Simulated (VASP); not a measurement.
A run of VASP 6.6.1 is set up as follows.

File INCAR:

```
SYSTEM = HPt6
PREC     = Accurate       ! precision mode
ENCUT    = 520            ! plane-wave cutoff, eV
EDIFF    = 1E-6           ! SCF threshold, eV
ISMEAR   = 0              ! smearing method
SIGMA    = 0.1            ! smearing width, eV
LREAL    = .False.        ! projectors in reciprocal space
LASPH    = .True.         ! aspherical terms in the spheres
NELM     = 60             ! most SCF steps
ALGO     = Normal         ! electronic algorithm
ISIF     = 2              ! what is computed and relaxed
LWAVE    = .False.        ! write WAVECAR
LCHARG   = .False.        ! write CHGCAR
LDIPOL   = .True.       
IDIPOL   = 3            
DIPOL    = 0.5 0.5 0.293
GGA      = PE             ! functional
NBANDS   = 74             ! bands
```

File KPOINTS:

```
regular mesh
0
Gamma
  5 5 1
  0 0 0
```

The input POSCAR:

```
HPt6
1.0
    5.6143281343      0.0000000000      0.0000000000
    0.0000000000      5.6143281343      0.0000000000
    0.0000000000      0.0000000000     21.8513792319
Pt H
12 2
Direct
    0.2500000000      0.2500000000      0.1830548066
    0.2500000000      0.7500000000      0.1830548066
    0.7500000000      0.2500000000      0.1830548066
    0.7500000000      0.7500000000      0.1830548066
    0.0000000000      0.0000000000      0.2712126041
    0.0000000000      0.5000000000      0.2712126041
    0.5000000000      0.0000000000      0.2712126041
    0.5000000000      0.5000000000      0.2712126041
    0.2500000000      0.2500000000      0.3593081768
    0.2500000000      0.7500000000      0.3593081768
    0.7500000000      0.2500000000      0.3593081768
    0.7500000000      0.7500000000      0.3593081768
   -0.1990442976      0.0000000000      0.4238349961
    0.1990442976      0.0000000000      0.4238349961
```

Potentials or basis: VASP PAW PBE potentials, release 64 (Pt, H).

Run with:

```console
$ cat potpaw_PBE.64/Pt/POTCAR potpaw_PBE.64/H/POTCAR > POTCAR
$ mpirun -np 1 vasp_std > vasp.out
```

Question: Estimate the largest force.

Answer: 1.850 eV/Å.

Question: Predict the band gap on the k mesh.

Answer: Zero (bands 61 and 62 overlap by 0.42 eV).

Forces in eV/Å, atoms in the order of the input:
```
Pt  -0.006  0.048 -0.058
Pt  -0.006 -0.048 -0.058
Pt   0.006  0.048 -0.058
Pt   0.006 -0.048 -0.058
Pt   0.000  0.000 -0.425
Pt   0.000  0.000 -0.077
Pt   0.000  0.000 -0.377
Pt   0.000  0.000  0.219
Pt  -0.143 -0.452  1.109
Pt  -0.143  0.452  1.109
Pt   0.143 -0.452  1.109
Pt   0.143  0.452  1.109
H   -0.533  0.000 -1.771
H    0.533  0.000 -1.771
```

Caveat: spin-orbit coupling is left out, which moves the levels of the heavy elements.
